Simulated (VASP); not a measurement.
MgS (Niningerite), 2 atoms in the cell. The structure is cubic, space group Fm-3m (No. 225). Conventional cell: a = 5.203 Å, b = 5.203 Å, c = 5.203 Å, α = 90.00°, β = 90.00°, γ = 90.00°. Within 3.4 Å of S (site symmetry m-3m) lie 6 Mg at 2.60 Å. Mg (site symmetry m-3m) has 6 S at 2.60 Å within 3.4 Å. 

```yaml
Program: VASP 6.6.1
Task: single point
Functional: PBE
Potentials_or_basis: VASP PAW PBE potentials, release 64 (S, Mg)
Cutoff: 520 eV
k_mesh: 9 × 9 × 9
Occupations: gaussian, width 0.027 eV
Spin: no spin polarisation
Dipole_correction: no
Further_INCAR_settings: ALGO = Normal; EDIFF = 1e-06; NBANDS = 11
```

Potentials or basis: VASP PAW PBE potentials, release 64 (S, Mg).

Command:

```bash
$ cat potpaw_PBE.64/S/POTCAR potpaw_PBE.64/Mg/POTCAR > POTCAR
$ mpirun -np 1 vasp_std > vasp.out
```

Hardware: 1 thread of AMD EPYC 7R13 (shared host).

Question: How long does it take, and how much memory?

Answer: Run time: 28 s on 1 thread of AMD EPYC 7R13, on a shared host, peak memory 0.13 GiB. Counts: scf iterations 12, k points 35.
